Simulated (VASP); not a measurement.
# PbS (Pm-3m) in VASP: notebook

Aim: see how the results for PbS move with the level of theory and the settings. Levels: PBE, PBEsol-based screened hybrid. Tasks: single point.

Everything below comes from runs of VASP 6.6.1. Logs are shortened: lines on timing, memory, paths and dates and some standing lists are left out, and cuts for length are marked.

### 1 The cell of the first run

It takes space group Pm-3m (No. 221, cubic). The conventional cell has a = 3.654 Å, b = 3.654 Å, c = 3.654 Å, α = 90.00°, β = 90.00°, γ = 90.00°. Pb (site symmetry m-3m) has 8 S at 3.16 Å and 6 Pb at 3.65 Å within 4.2 Å. Within 4.2 Å of S (site symmetry m-3m) lie 8 Pb at 3.16 Å and 6 S at 3.65 Å.

### 2 Single point, PBE

File INCAR:

```
SYSTEM = PbS
PREC = Accurate
ENCUT = 520
EDIFF = 1E-6
ISMEAR = -1
SIGMA = 0.05
LREAL = .FALSE.
LASPH = .TRUE.
NELM = 80
ALGO = Normal
ISIF = 2
LWAVE = .FALSE.
LCHARG = .TRUE.
GGA = PE
LELF = .TRUE.
LVHAR = .TRUE.
NBANDS = 17
```

File KPOINTS:

```
Automatic mesh
0
G
  6 6 6
  0 0 0
```

File POSCAR:

```
PbS
1.0
    3.6536590000      0.0000000000      0.0000000000
    0.0000000000      3.6536590000      0.0000000000
    0.0000000000      0.0000000000      3.6536590000
Pb S
1 1
Direct
    0.0000000000      0.0000000000      0.0000000000
    0.5000000000      0.5000000000      0.5000000000
```

Potentials or basis: VASP PAW PBE potentials, release 64 (Pb_d, S).

Launch:

```console
$ cat potpaw_PBE.64/Pb_d/POTCAR potpaw_PBE.64/S/POTCAR > POTCAR
$ mpirun -np 1 vasp_std > vasp.out
```

OUTCAR:

```text
SYSTEM = PbS
   PREC = Accurate
   ENCUT = 520
   EDIFF = 1E-6
   ISMEAR = -1
   LREAL = .FALSE.
   LASPH = .TRUE.
   NELM = 80
   ISIF = 2
   GGA = PE

 ion  position               nearest neighbor table
   1  0.000  0.000  0.000-   2 3.16   2 3.16   2 3.16   2 3.16   2 3.16   2 3.16   2 3.16   2 3.16

   2  0.500  0.500  0.500-   1 3.16   1 3.16   1 3.16   1 3.16   1 3.16   1 3.16   1 3.16   1 3.16

  LATTYP: Found a simple cubic cell.
 ALAT       =     3.6536590000

  Lattice vectors:

 A1 = (   3.6536590000,   0.0000000000,   0.0000000000)
 A2 = (   0.0000000000,   3.6536590000,   0.0000000000)
 A3 = (   0.0000000000,   0.0000000000,   3.6536590000)

Analysis of symmetry for initial positions (statically):
=====================================================================
 Subroutine PRICEL returns:
 Original cell was already a primitive cell.

 Routine SETGRP: Setting up the symmetry group for a
 simple cubic supercell.

 Subroutine GETGRP returns: Found 48 space group operations
 (whereof 48 operations were pure point group operations)
 out of a pool of 48 trial point group operations.

The static configuration has the point symmetry O_h .

Analysis of symmetry for dynamics (positions and initial velocities):
=====================================================================
 Subroutine PRICEL returns:
 Original cell was already a primitive cell.

 Routine SETGRP: Setting up the symmetry group for a
 simple cubic supercell.

 Subroutine GETGRP returns: Found 48 space group operations
 (whereof 48 operations were pure point group operations)
 out of a pool of 48 trial point group operations.

The dynamic configuration has the point symmetry O_h .

 Subroutine INISYM returns: Found 48 space group operations
 (whereof 48 operations are pure point group operations),
 and found     1 'primitive' translations

----------------------------------------------------------------------------------------

                                     Primitive cell

  volume of cell :      48.7735

  direct lattice vectors                    reciprocal lattice vectors
     3.653659000  0.000000000  0.000000000     0.273698230  0.000000000  0.000000000
     0.000000000  3.653659000  0.000000000     0.000000000  0.273698230  0.000000000
     0.000000000  0.000000000  3.653659000     0.000000000  0.000000000  0.273698230

  length of vectors
     3.653659000  3.653659000  3.653659000     0.273698230  0.273698230  0.273698230

  position of ions in fractional coordinates (direct lattice)
     0.000000000  0.000000000  0.000000000
     0.500000000  0.500000000  0.500000000

  ion indices of the primitive-cell ions
   primitive index   ion index
                 1           1
                 2           2

----------------------------------------------------------------------------------------

 KPOINTS: Automatic mesh

Automatic generation of k-mesh.
 Grid dimensions read from file:
 generate k-points for:    6    6    6

 Generating k-lattice:

  Cartesian coordinates                     Fractional coordinates (reciprocal lattice)
     0.045616372  0.000000000  0.000000000     0.166666667  0.000000000  0.000000000
     0.000000000  0.045616372  0.000000000     0.000000000  0.166666667  0.000000000
     0.000000000  0.000000000  0.045616372     0.000000000  0.000000000  0.166666667

  Length of vectors
     0.045616372  0.045616372  0.045616372

  Shift w.r.t. Gamma in fractional coordinates (k-lattice)
     0.000000000  0.000000000  0.000000000

 Subroutine IBZKPT returns following result:
 ===========================================

 Found     20 irreducible k-points:

 Following reciprocal coordinates:
            Coordinates               Weight
  0.000000  0.000000  0.000000      1.000000
  0.166667  0.000000  0.000000      6.000000
  0.333333  0.000000  0.000000      6.000000
  0.500000  0.000000  0.000000      3.000000
  0.166667  0.166667  0.000000     12.000000
  0.333333  0.166667  0.000000     24.000000
[... 12 lines left out ...]
  0.500000  0.500000  0.333333      6.000000
  0.500000  0.500000  0.500000      1.000000
   k-points           NKPTS =     20   k-points in BZ     NKDIM =     20   number of bands    NBANDS=     17
   number of dos      NEDOS =    301   number of ions     NIONS =      2
   total plane-waves  NPLWV =  21952
   dimension x,y,z NGX =    28 NGY =   28 NGZ =   28
   dimension x,y,z NGXF=    56 NGYF=   56 NGZF=   56
   ions per type =               1   1
   NGX,Y,Z   is equivalent  to a cutoff of  12.74, 12.74, 12.74 a.u.
   NGXF,Y,Z  is equivalent  to a cutoff of  25.48, 25.48, 25.48 a.u.
 SYSTEM =  PbS
   PREC   = accura    normal or accurate (medium, high low for compatibility)
   ISTART =      0    job   : 0-new  1-cont  2-samecut
   ICHARG =      2    charge: 1-file 2-atom 10-const
   ISPIN  =      1    spin polarized calculation?
   LNONCOLLINEAR =      F non collinear calculations
   LSORBIT =      F    spin-orbit coupling
   LASPH  =      T    aspherical Exc in radial PAW
   ENCUT  =  520.0 eV  38.22 Ry    6.18 a.u.   6.79  6.79  6.79*2*pi/ulx,y,z
   NELM   =     80;   NELMIN=  2; NELMDL= -5     # of ELM steps
   EDIFF  = 0.1E-05   stopping-criterion for ELM
   LREAL  =      F    real-space projection
   EDIFFG = 0.1E-04   stopping-criterion for IOM
   NSW    =      0    number of steps for IOM
   IBRION =     -1    ionic relax: 0-MD 1-quasi-New 2-CG
   NFREE  =      0    steps in history (QN), initial steepest desc. (CG)
   ISIF   =      2    stress and relaxation
   ISYM   =      2    0-nonsym 1-usesym 2-fastsym
   POTIM  = 0.5000    time-step for ionic-motion
   TEBEG  =    0.0;   TEEND  =   0.0 temperature during run
   PSTRESS=    0.0 pullay stress
   NELECT =      20.0000    total number of electrons
   NUPDOWN=      -1.0000    fix difference up-down
   EMIN   =  10.00;   EMAX   =-10.00  energy-range for DOS
   EFERMI =   0.00;   METHOD = LEGACY
   ISMEAR =    -1;   SIGMA  =   0.05  broadening in eV -4-tet -1-fermi 0-gaus
   EFERMI_NEDOS =   21; number of points for ismear=-14 and -15
   IALGO  =     38    algorithm
   IMIX   =      4    mixing-type and parameters
     AMIX     =   0.40;   BMIX     =  1.00
     AMIX_MAG =   1.60;   BMIX_MAG =  1.00
  volume/ion in A,a.u.               =      24.39       164.57
  Fermi-wavevector in a.u.,A,eV,Ry     =   1.216252  2.298383 20.126668  1.479268
  Thomas-Fermi vector in A             =   2.351612
   LORBIT       =      0    0 simple, 1 ext, 2 COOP (PROOUT), +10 PAW based schemes
   GGA     = PE    functional components
   LHFCALC =     F    Hartree Fock is set to
   AEXX    =    0.0000 exact exchange contribution
   IVDW    =     0    specifies the selected vdW correction
   LEPSILON=     F    determine dielectric tensor
   LRPA    =     F    only Hartree local field effects (RPA)
 non-spin polarized calculation
  energy-cutoff  :      520.00
  volume of cell :       48.77
 maximum number of plane-waves:      1357
 NGX is ok and might be reduce to    28
   NGX = 13   NGY = 13   NGZ = 13

 number of electron      19.9999995 magnetization

 Free energy of the ion-electron system (eV)
  ---------------------------------------------------
  ext. energy  EPLUGINS =         0.00000000
  ---------------------------------------------------
  free energy    TOTEN  =        -8.25546655 eV

  energy without entropy =       -8.25236726  energy(sigma->0) =       -8.25391691

 E-fermi :   6.1596     XC(G=0): -10.1686

 val. band max:        6.1340061058   @ k =   0.1667   0.1667   0.1667
 cond. band min:       6.3901224501   @ k =   0.5000   0.3333   0.3333
 fundamental gap:      0.2561163442
 Fermi energy:         6.1596181956

 k-point     1 :       0.0000    0.0000    0.0000
  band No.  band energies     occupation
      1     -10.8079      2.00000
      2     -10.8079      2.00000
      3     -10.5969      2.00000
      4     -10.5969      2.00000
      5     -10.5969      2.00000
      6      -7.0111      2.00000
[... 9 lines left out ...]
     16      18.8399      0.00000
     17      18.8981      0.00000

 k-point     2 :       0.1667    0.0000    0.0000
  band No.  band energies     occupation
      1     -10.8054      2.00000
      2     -10.7687      2.00000
      3     -10.6113      2.00000
      4     -10.6113      2.00000
      5     -10.5955      2.00000
      6      -6.7786      2.00000
[... 9 lines left out ...]
     16      18.5338      0.00000
     17      18.6760      0.00000

 k-point     3 :       0.3333    0.0000    0.0000
  band No.  band energies     occupation
      1     -10.8005      2.00000
      2     -10.6911      2.00000
      3     -10.6401      2.00000
      4     -10.6401      2.00000
      5     -10.5926      2.00000
      6      -6.1711      2.00000
[... 9 lines left out ...]
     16      16.5465      0.00000
     17      18.8737      0.00000

 k-point     4 :       0.5000    0.0000    0.0000
  band No.  band energies     occupation
      1     -10.7980      2.00000
      2     -10.6543      2.00000
      3     -10.6543      2.00000
      4     -10.6525      2.00000
      5     -10.5912      2.00000
      6      -5.7161      2.00000
[... 9 lines left out ...]
     16      18.8639      0.00000
     17      19.9315      0.00000
[... 263 lines left out ...]
      1     -10.7205      2.00000
      2     -10.7047      2.00000
      3     -10.6848      2.00000
      4     -10.6118      2.00000
      5     -10.5699      2.00000
      6      -4.8924      2.00000
[... 9 lines left out ...]
     16      18.0132      0.00000
     17      21.8735      0.00000

 k-point    19 :       0.5000    0.5000    0.3333
  band No.  band energies     occupation
      1     -10.7341      2.00000
      2     -10.7024      2.00000
      3     -10.7024      2.00000
      4     -10.5902      2.00000
      5     -10.5466      2.00000
      6      -4.7887      2.00000
[... 9 lines left out ...]
     16      18.8703      0.00000
     17      22.3583      0.00000

 k-point    20 :       0.5000    0.5000    0.5000
  band No.  band energies     occupation
      1     -10.7217      2.00000
      2     -10.7217      2.00000
      3     -10.7217      2.00000
      4     -10.5458      2.00000
      5     -10.5458      2.00000
      6      -4.7261      2.00000
[... 9 lines left out ...]
     16      19.8247      0.00000
     17      22.5105      0.00000

------------------------ aborting loop because EDIFF is reached ----------------------------------------

  FORCE on cell =-STRESS in cart. coord.  units (eV):
  Direction    XX          YY          ZZ          XY          YZ          ZX
  --------------------------------------------------------------------------------------
  -------------------------------------------------------------------------------------
  Total       -0.0151861     -0.0151861     -0.0151861     -0.0000000     -0.0000000      0.0000000
  in kB       -0.4988520     -0.4988520     -0.4988520     -0.0000000     -0.0000000      0.0000000
  external PRESSURE =      -0.4988520 kB  Pullay stress =       0.0000000 kB

 VOLUME and BASIS-vectors are now :
 -----------------------------------------------------------------------------
  energy-cutoff  :      520.00
  volume of cell :       48.77
      direct lattice vectors                 reciprocal lattice vectors
     3.653659000  0.000000000  0.000000000     0.273698230  0.000000000  0.000000000
     0.000000000  3.653659000  0.000000000     0.000000000  0.273698230  0.000000000
     0.000000000  0.000000000  3.653659000     0.000000000  0.000000000  0.273698230

 POSITION                                       TOTAL-FORCE (eV/Angst)
 -----------------------------------------------------------------------------------
      0.00000      0.00000      0.00000         0.000000      0.000000      0.000000
      1.82683      1.82683      1.82683         0.000000      0.000000      0.000000
 -----------------------------------------------------------------------------------
    total drift:                               -0.000000      0.000000      0.000000

  FREE ENERGIE OF THE ION-ELECTRON SYSTEM (eV)
  ---------------------------------------------------
  free  energy   TOTEN  =        -8.2554665495 eV

  energy  without entropy=       -8.2523672639  energy(sigma->0) =       -8.25391691
```

It took 10 s on 1 thread of Intel Xeon Platinum 8488C (Sapphire Rapids), shared host; peak memory 0.16 GiB.

Results:

```yaml
Free_energy: -8.2555 eV
Pressure: 0.0 GPa
Band_gap_on_the_k_mesh: zero (band 10 reaches 6.13 eV, above the bottom of band 11 at 5.65 eV)
```

Caveat: spin-orbit coupling is left out, which moves the levels of the heavy elements.

### 3 Single point, PBEsol-based screened hybrid

This run uses another cell than the first one, of 22.61 Å³/atom, 0.927 times its volume.

File POSCAR:

```
PbS
1.0
    3.5626146198      0.0000000000      0.0000000000
    0.0000000000      3.5626146198      0.0000000000
    0.0000000000      0.0000000000      3.5626146198
Pb S
1 1
Direct
    0.0000000000      0.0000000000      0.0000000000
    0.5000000000      0.5000000000      0.5000000000
```

File INCAR.step1:

```
SYSTEM = PbS
ALGO = Normal
EDIFF = 1E-5
ENCUT = 520
GGA = PE
ISIF = 2
ISMEAR = -1
LASPH = .True.
LREAL = .False.
LWAVE = .True.
NBANDS = 17
NELM = 60
PREC = Accurate
SIGMA = 0.05
```

File INCAR.step2:

```
SYSTEM = PbS
AEXX = 0.25
ALGO = Normal
EDIFF = 1E-6
ENCUT = 520
GGA = PS
HFSCREEN = 0.207
ISIF = 2
ISMEAR = -1
ISTART = 1
LASPH = .True.
LCHARG = .True.
LELF = .True.
LHFCALC = .True.
LREAL = .False.
LVHAR = .True.
LWAVE = .False.
NBANDS = 17
NELM = 60
PREC = Accurate
PRECFOCK = Normal
SIGMA = 0.05
```

File KPOINTS:

```
k-points
0
Gamma
  4 4 4
  0 0 0
```

Potentials or basis: VASP PAW PBE potentials, release 64 (Pb_d, S).

Launch:

```console
$ cat potpaw_PBE.64/Pb_d/POTCAR potpaw_PBE.64/S/POTCAR > POTCAR
$ cp INCAR.step1 INCAR
$ mpirun -np 1 vasp_std > vasp.out
$ cp INCAR.step2 INCAR
$ mpirun -np 1 vasp_std > vasp.out
```

It took 13 min on 1 thread of Intel Xeon 8259CL, shared host; peak memory 0.27 GiB.

It converged, with:

* Free energy: -10.3284 eV
* Pressure: -0.1 GPa
* Band gap on the k mesh: zero (band 10 reaches 6.81 eV, above the bottom of band 11 at 6.11 eV)

Levels at points of the mesh, in eV from the Fermi level:
```tsv
k point	band 8	band 9	band 10	band 11	band 12	band 13
(0.00, 0.00, 0.00)	-2.08	-2.08	-2.08	6.04	6.04	8.10
(0.50, 0.00, 0.00)	-0.70	-0.70	0.26	0.85	4.73	4.73
(0.50, 0.50, 0.00)	-5.49	-5.49	-0.47	5.30	5.30	7.28
(0.50, 0.50, 0.50)	-3.02	-3.02	-3.02	-0.44	-0.44	-0.44
```

Caveat: the k points lie up to 0.44 Å⁻¹ apart; the PAW data sets were made with another functional, which shifts forces and pressure a little; spin-orbit coupling is left out, which moves the levels of the heavy elements.

### 4 Single point, PBE

File INCAR:

```
PREC = Accurate ; ENCUT = 520
EDIFF = 1E-6 ; ISMEAR = -1
SIGMA = 0.03 ; LREAL = False
LASPH = True ; NELM = 80
ALGO = Normal ; ISIF = 2
LWAVE = False ; LCHARG = True
GGA = PE ; LELF = True
LVHAR = True ; NBANDS = 17
```

File KPOINTS:

```
regular mesh
0
Gamma
  4 4 4
```

File POSCAR:

```
PbS
1.0
    3.6536590000      0.0000000000      0.0000000000
    0.0000000000      3.6536590000      0.0000000000
    0.0000000000      0.0000000000      3.6536590000
Pb S
1 1
Direct
    0.0000000000      0.0000000000      0.0000000000
    0.5000000000      0.5000000000      0.5000000000
```

Potentials or basis: VASP PAW PBE potentials, release 64 (Pb_d, S).

Launch:

```console
$ cat potpaw_PBE.64/Pb_d/POTCAR potpaw_PBE.64/S/POTCAR > POTCAR
$ mpirun -np 1 vasp_std > vasp.out
```

OUTCAR:

```text
PREC = Accurate
   ENCUT = 520
   EDIFF = 1E-6
   ISMEAR = -1
   LREAL = False
   LASPH = True
   NELM = 80
   ISIF = 2
   GGA = PE

 ion  position               nearest neighbor table
   1  0.000  0.000  0.000-   2 3.16   2 3.16   2 3.16   2 3.16   2 3.16   2 3.16   2 3.16   2 3.16

   2  0.500  0.500  0.500-   1 3.16   1 3.16   1 3.16   1 3.16   1 3.16   1 3.16   1 3.16   1 3.16

  LATTYP: Found a simple cubic cell.
 ALAT       =     3.6536590000

[... 371 lines left out ...]

------------------------ aborting loop because EDIFF is reached ----------------------------------------

  FORCE on cell =-STRESS in cart. coord.  units (eV):
  Direction    XX          YY          ZZ          XY          YZ          ZX
  --------------------------------------------------------------------------------------
  -------------------------------------------------------------------------------------
  Total       -0.2084878     -0.2084878     -0.2084878     -0.0000000      0.0000000      0.0000000
  in kB       -6.8486865     -6.8486865     -6.8486865     -0.0000000      0.0000000      0.0000000
  external PRESSURE =      -6.8486865 kB  Pullay stress =       0.0000000 kB

 VOLUME and BASIS-vectors are now :
 -----------------------------------------------------------------------------
  energy-cutoff  :      520.00
  volume of cell :       48.77
      direct lattice vectors                 reciprocal lattice vectors
     3.653659000  0.000000000  0.000000000     0.273698230  0.000000000  0.000000000
     0.000000000  3.653659000  0.000000000     0.000000000  0.273698230  0.000000000
     0.000000000  0.000000000  3.653659000     0.000000000  0.000000000  0.273698230

 POSITION                                       TOTAL-FORCE (eV/Angst)
 -----------------------------------------------------------------------------------
      0.00000      0.00000      0.00000         0.000000      0.000000      0.000000
      1.82683      1.82683      1.82683         0.000000      0.000000      0.000000
 -----------------------------------------------------------------------------------
    total drift:                                0.000000      0.000000      0.000000

  FREE ENERGIE OF THE ION-ELECTRON SYSTEM (eV)
  ---------------------------------------------------
  free  energy   TOTEN  =        -8.1819336432 eV

  energy  without entropy=       -8.1801200961  energy(sigma->0) =       -8.18102687
```

Wall time 10 s (1 thread of Intel Xeon 8259CL, shared host); peak memory 0.13 GiB.

What came out:

- Free energy: -8.1819 eV
- Pressure: -0.7 GPa
- Band gap on the k mesh: zero (band 10 reaches 6.00 eV, above the bottom of band 11 at 5.64 eV)

Caveat: the k points lie up to 0.43 Å⁻¹ apart; spin-orbit coupling is left out, which moves the levels of the heavy elements.

### 5 The runs side by side

| level | cell | k mesh | smearing | grid for exact exchange (PRECFOCK) | share of exact exchange | screening parameter | gap on the mesh (eV) | pressure (GPa) |
| --- | --- | --- | --- | --- | --- | --- | --- | --- |
| PBE | a = 3.654 Å, 2 atoms | 6 × 6 × 6 | fermi-dirac 0.05 eV | - | - | - | none | 0.0 |
| PBEsol-based screened hybrid | a = 3.563 Å, 2 atoms | 4 × 4 × 4 | fermi-dirac 0.05 eV | Normal | 0.25 | 0.207 1/Å | none | -0.1 |
| PBE | a = 3.654 Å, 2 atoms | 4 × 4 × 4 | fermi-dirac 0.03 eV | - | - | - | none | -0.7 |

Alike in all rows: task single point; potentials or basis VASP PAW PBE potentials, release 64 (Pb_d, S); no spin polarisation; cutoff (eV) 520.

Caveats: some runs use coarse meshes; spin-orbit coupling is left out, which moves the levels of the heavy elements; the PAW data sets were made with another functional, which shifts forces and pressure a little (some runs).

Absolute energies hang on the potentials; compare differences alone.
